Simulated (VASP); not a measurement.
MgS:

```
Mg S
1.0
     0.00000    2.59500    2.59500
     2.59500    0.00000    2.59500
     2.59500    2.59500    0.00000
Mg S
1 1
Cartesian
  0.0000 0.0000 0.0000
  2.5950 2.5950 2.5950
```

| Item | Value |
| --- | --- |
| Program | VASP 6.6.1 |
| Task | relaxation of cell and atoms |
| Functional | LDA |
| Potentials or basis | VASP PAW LDA potentials, release 64 (Mg, S) |
| Cutoff | 600 eV |
| k mesh | 8 × 8 × 8 |
| Occupations | gaussian, width 0.02 eV |
| Spin | no spin polarisation |

At the start: pressure -3.3 GPa; volume 17.47 Å³/atom.

Question: Where does the relaxation end?

Answer: Over 3 steps the energy falls by 7.6 meV/atom and the volume is 16.76 Å³/atom (-4.1 %); space group Fm-3m (No. 225, to 0.1 Å) before and after.

Step by step:
| step | energy change (eV) | largest force (eV/Å) | pressure (GPa) | volume (Å³) |
| --- | --- | --- | --- | --- |
| 1 | 0.0000 | 0.0000 | -3.28 | 34.95 |
| 2 | -0.0143 | 0.0000 | 0.89 | 33.17 |
| 3 | -0.0152 | 0.0000 | 0.00 | 33.51 |

Final structure:
```
CELL_PARAMETERS angstrom
0.00000 2.55889 2.55889
2.55889 0.00000 2.55889
2.55889 2.55889 0.00000
ATOMIC_POSITIONS crystal
Mg 0.00000 0.00000 0.00000
S 0.50000 0.50000 0.50000
```
